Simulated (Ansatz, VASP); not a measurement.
**Li2Ta in VASP and in Ansatz**

```
CELL_PARAMETERS angstrom
7.84148 0.00000 0.00000
0.00000 7.84148 0.00000
0.00000 0.00000 2.52975
ATOMIC_POSITIONS crystal
Li 0.25445 0.25445 0.00000
Li 0.24555 0.75445 0.50000
Li 0.74555 0.74555 0.00000
Li 0.75445 0.24555 0.50000
Ta 0.00000 0.00000 0.00000
Ta 0.50000 0.50000 0.50000
```

Alike in both runs: functional PBE; k mesh 4 × 4 × 6; occupations gaussian, width 0.1 eV; no spin polarisation.

Ansatz relaxed the structure, and its values are those at the end. VASP's run is a single point on that final structure, the one shown.

```csv
,VASP,Ansatz
version,VASP 6.6.1,Ansatz 0.2.0
potentials or method,"VASP PAW PBE potentials, release 64 (Li_sv, Ta_pv), cutoff 520 eV","scalar-relativistic, plane waves, PAW"
valence electrons in the cell,34,38
```

|  | VASP | Ansatz | Ansatz less VASP |
| --- | --- | --- | --- |
| gap on the k mesh at the Fermi level (eV) | none | none | - |
| rms of the force components (eV/Å) | 0.005 | 0.005 | +0.0002 |

A gap of «none» marks a metal or a gap that the smearing closes. VASP's potentials hold 34 valence electrons a cell and Ansatz's 38, so a difference there can come from the potentials and not from the codes.

The k mesh is coarse, so the values compare programs but aren't converged. Neither program's run includes spin-orbit coupling. Noted on VASP's run: the cutoff is short for stress, so the pressure is rough.
